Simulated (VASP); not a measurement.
Here is a VASP 6.6.1 calculation.

INCAR

```
PREC = Accurate
ENCUT = 520
EDIFF = 1E-6
ISMEAR = -1
SIGMA = 0.1
LREAL = False
LASPH = True
NELM = 60
ALGO = Normal
ISIF = 2
LWAVE = False
LCHARG = False
NBANDS = 20
```

Contents of KPOINTS:

```
regular mesh
0
Gamma
  11 11 7
```

POSCAR

```
NbTc
1.0
    1.6073718996     -2.3186421844      0.0000000000
    1.6073718996      2.3186421844      0.0000000000
    0.0000000000      0.0000000000      4.4533690394
Nb Tc
1 1
Direct
    0.0000000000      0.0000000000      0.0000000000
    0.5000000000      0.5000000000      0.5000000000
```

Potentials or basis: VASP PAW LDA potentials, release 64 (Nb_sv, Tc_pv).

The run is started by

```bash
$ cat potpaw_LDA.64/Nb_sv/POTCAR potpaw_LDA.64/Tc_pv/POTCAR > POTCAR
$ mpirun -np 1 vasp_std > vasp.out
```

(1) Predict the band gap on the k mesh.

(2) Estimate the pressure.

## Answers

(1) zero (band 13 reaches 13.36 eV, above the bottom of band 14 at 10.82 eV).

(2) -17.3 GPa.
